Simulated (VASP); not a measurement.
Runs of VASP 6.6.1 on AlN. The cells are those of the table. 

```tsv
cell	gap on the mesh (eV)	pressure (GPa)	largest force (eV/Å)
a = 3.089, b = 3.089, c = 11.090 Å, angles 88.7, 89.3, 60.0°, 8 atoms	0.56	(a)	2.33
a = 3.089, b = 3.089, c = 10.239 Å, angles 84.2, 87.1, 60.0°, 8 atoms	3.18	-3.2	1.48
a = 3.089, b = 3.089, c = 10.600 Å, angles 87.2, 88.6, 60.0°, 8 atoms	2.11	-4.2	1.78
a = 3.089, b = 3.089, c = 11.898 Å, angles 87.5, 88.8, 60.0°, 8 atoms	none	-2.1	2.48
a = 3.089, b = 3.089, c = 10.216 Å, angles 85.7, 87.8, 60.0°, 8 atoms	3.46	-3.2	1.74
a = 3.089, b = 3.089, c = 10.590 Å, angles 88.6, 89.3, 60.0°, 8 atoms	2.18	-4.3	1.88
a = 3.089, b = 3.089, c = 10.200 Å, angles 87.1, 88.6, 60.0°, 8 atoms	(b)	-3.2	1.87
a = 3.089, b = 3.089, c = 10.268 Å, angles 82.8, 86.4, 60.0°, 8 atoms	3.04	-3.2	1.14
```

Alike in all rows: task single point; level LDA; potentials or basis VASP PAW LDA potentials, release 64 (Al, N); no spin polarisation; k mesh 8 × 8 × 3; cutoff (eV) 520; smearing gaussian 0.05 eV.

Q: Estimate the missing entries.

A: (a) -3.7; (b) 3.61.

Caveats: forces of over 1 eV/Å act on the atoms, so gaps and moduli don't describe the material at rest; the stress differs along the axes, from -11 to -0 GPa (at least some runs); semilocal functionals underestimate gaps, and a narrow one can read as zero (at least some runs); the cell stands under tension (at least some runs); the stress differs along the axes, from -6 to -0 GPa (at least some runs); the stress differs along the axes, from -12 to -0 GPa (at least some runs); the stress differs along the axes, from -8 to -0 GPa (at least some runs).

A k mesh can miss the band edges.

A gap of «none» marks levels without a gap at the run's occupations.
